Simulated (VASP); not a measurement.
Here is a VASP 6.6.1 calculation.

File INCAR:

```
SYSTEM = SiC
PREC = Accurate ; ENCUT = 600
EDIFF = 1E-7 ; ISMEAR = 0
SIGMA = 0.01 ; LREAL = .FALSE.
LASPH = .TRUE. ; NELM = 120
ALGO = Normal ; ISIF = 3
LWAVE = .FALSE. ; LCHARG = .FALSE.
IBRION = 2 ; NSW = 80
EDIFFG = -0.002 ; GGA_COMPAT = .FALSE.
NELMIN = 4
```

KPOINTS

```
regular mesh
0
G
  8 8 8
  0 0 0
```

POSCAR

```
SiC
1.0
    0.0000000000      2.1800000000      2.1800000000
    2.1800000000      0.0000000000      2.1800000000
    2.1800000000      2.1800000000      0.0000000000
Si C
1 1
Direct
    0.0000000000      0.0000000000      0.0000000000
    0.2500000000      0.2500000000      0.2500000000
```

Potentials or basis: VASP PAW LDA potentials, release 64 (Si, C).

Launch:

```sh
$ cat potpaw_LDA.64/Si/POTCAR potpaw_LDA.64/C/POTCAR > POTCAR
$ mpirun -np 1 vasp_std > vasp.out
```

**Question.** What does it give for the relaxed volume?

**Answer.** 10.15 Å³/atom.

**Question.** Predict the space group after relaxing (to 0.1 Å).

**Answer.** F-43m (No. 216).

The path:
```
step  energy change (eV)  largest force (eV/Å)  pressure (GPa)  volume (Å³)
   1              0.0000                0.0000           -4.47        20.72
   2              0.0010                0.0000            5.19        19.87
   3             -0.0059                0.0000           -0.02        20.30
```
